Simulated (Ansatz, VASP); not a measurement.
Two plane-wave programs on As

The input POSCAR:

```
As
1.0
    4.8073445447      0.0000000000      0.0000000000
    0.0000000000      3.6338992125      0.0000000000
    0.0000000000      0.0000000000     28.2703730404
As
4
Direct
    0.0760356201      0.0000000000      0.3777315117
    0.4239643799      0.5000000000      0.3777315117
    0.5760356201      0.5000000000      0.2943501751
    0.9239643799      0.0000000000      0.2943501751
```

The input INCAR.step1:

```
SYSTEM = As
ALGO = Normal ; DIPOL = 0.5 0.5 0.336
EDIFF = 1E-4 ; ENCUT = 520
GGA = PE ; IDIPOL = 3
ISMEAR = 0 ; LASPH = .True.
LCHARG = .False. ; LDIPOL = .True.
LREAL = .False. ; LWAVE = .True.
NBANDS = 18 ; NELM = 60
PREC = Accurate ; SIGMA = 0.01
```

The input INCAR.step2:

```
SYSTEM = As
ALGO = Normal ; DIPOL = 0.5 0.5 0.336
EDIFF = 1E-7 ; ENCUT = 520
IDIPOL = 3 ; ISIF = 2
ISMEAR = 0 ; ISTART = 1
LASPH = .True. ; LCHARG = .False.
LDIPOL = .True. ; LMIXTAU = .True.
LREAL = .False. ; LWAVE = .False.
METAGGA = R2SCAN ; NBANDS = 18
NELM = 60 ; PREC = Accurate
SIGMA = 0.01
```

The input KPOINTS:

```
k-points
0
Gamma
  4 4 1
  0 0 0
```

Input for Ansatz:

```yaml
crystal:
  lattice:
    - [4.8073445447, 0.0, 0.0]
    - [0.0, 3.6338992125, 0.0]
    - [0.0, 0.0, 28.2703730404]
  atoms:
    - { symbol: As, position: [0.0760356201, 0.0, 0.3777315117] }
    - { symbol: As, position: [0.4239643799, 0.5, 0.3777315117] }
    - { symbol: As, position: [0.5760356201, 0.5, 0.2943501751] }
    - { symbol: As, position: [0.9239643799, 0.0, 0.2943501751] }
  periodic: [true, true, false]
kpoints:
  mp_grid: { grid: [4, 4, 1] }
hamiltonian:
  xc: r2scan
scf:
  occupations: { method: fixed }
output:
  optics:
    e_range: [0.5, 20]
    de: 0.1
    sigma: 0.05
    scissors: 0.6
    scheme: fermi_dirac
    bands: { spectra_wanted_up_to: 20 }
```

Alike in both runs: task single point; functional r2SCAN; k mesh 4 × 4 × 1; no spin polarisation.

|  | VASP | Ansatz |
| --- | --- | --- |
| version | VASP 6.6.1 | Ansatz 0.2.0 |
| potentials or method | VASP PAW PBE potentials, release 64 (As) | plane waves, PAW |
| plane-wave cutoff (eV) | 520 | 500 |
| occupations | gaussian, width 0.01 eV | fixed |
| valence electrons in the cell | 20 | 60 |

```csv
,VASP,Ansatz,Ansatz less VASP
gap on the k mesh at the Fermi level (eV),1.13,1.14,+0.008
```

VASP's potentials were made for PBE, not for r2SCAN. VASP's potentials hold 20 valence electrons a cell and Ansatz's 60, so a difference there can come from the potentials and not from the codes.

The k mesh is coarse, so the values compare programs but aren't converged.
